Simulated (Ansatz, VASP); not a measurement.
**One calculation of RbOs, two programs**

File INCAR:

```
ALGO     = Normal         # electronic algorithm
EDIFF    = 1E-6           # SCF threshold, eV
EDIFFG   = -0.04          # ionic threshold
ENCUT    = 600            # plane-wave cutoff, eV
GGA      = PE             # functional
IBRION   = 2              # ionic algorithm
ISIF     = 3              # what is computed and relaxed
ISMEAR   = 0              # smearing method
LASPH    = True           # aspherical terms in the spheres
LCHARG   = False          # write CHGCAR
LREAL    = False          # projectors in reciprocal space
LWAVE    = False          # write WAVECAR
NELM     = 80             # most SCF steps
NSW      = 90             # ionic steps
PREC     = Accurate       # precision mode
SIGMA    = 0.1            # smearing width, eV
```

KPOINTS

```
k-points
0
Gamma
  4 4 4
```

File POSCAR:

```
RbOs
1.0
    0.0000000000      3.8803760058      3.8803760058
    3.8803760058      0.0000000000      3.8803760058
    3.8803760058      3.8803760058      0.0000000000
Rb Os
2 2
Direct
    0.5000000000      0.5000000000      0.5000000000
    0.7500000000      0.7500000000      0.7500000000
    0.0000000000      0.0000000000      0.0000000000
    0.2500000000      0.2500000000      0.2500000000
```

Input for Ansatz:

```yaml
crystal:
  lattice:
    - [0.0, 3.8803760058, 3.8803760058]
    - [3.8803760058, 0.0, 3.8803760058]
    - [3.8803760058, 3.8803760058, 0.0]
  atoms:
    - { symbol: Rb, position: [0.5, 0.5, 0.5] }
    - { symbol: Rb, position: [0.75, 0.75, 0.75] }
    - { symbol: Os, position: [0.0, 0.0, 0.0] }
    - { symbol: Os, position: [0.25, 0.25, 0.25] }
basis:
  ecutwfc: 420
kpoints:
  mp_grid: { grid: [4, 4, 4] }
hamiltonian:
  xc: pbe
scf:
  occupations: { method: gaussian, width: 0.1 }
  lower_state_search: "off"
output:
  forces: true
  stress: true
  eigenvalues: true
relax:
  adjacent_minimum: "off"
  f_tol: 0.04
  max_steps: 70
  cell: { stress_tol: 0.4 }
```

Alike in both runs: task relaxation of cell and atoms; functional PBE; k mesh 4 × 4 × 4; occupations gaussian, width 0.1 eV; no spin polarisation.

|  | VASP | Ansatz |
| --- | --- | --- |
| version | VASP 6.6.1 | Ansatz 0.2.0 |
| potentials or method | VASP PAW PBE potentials, release 64 (Rb_sv, Os), cutoff 600 eV | scalar-relativistic, plane waves, PAW |
| valence electrons in the cell | 34 | 50 |

```csv
,VASP,Ansatz,Ansatz less VASP
"gap on the k mesh at the Fermi level, each at its own relaxed structure (eV)",none,none,-
relaxed volume (Å³/atom),23.08,22.94,-0.139
relaxed length of the cell vector where the two differ most in proportion (Å),5.073,5.063,-0.0102
```

A gap of «none» marks a metal or a gap that the smearing closes. VASP's potentials hold 34 valence electrons a cell and Ansatz's 50, so a difference there can come from the potentials and not from the codes.

Spin-orbit coupling is off throughout. Noted on VASP's run: the volume moved by over 15 % at a fixed basis, so the end points are rough.
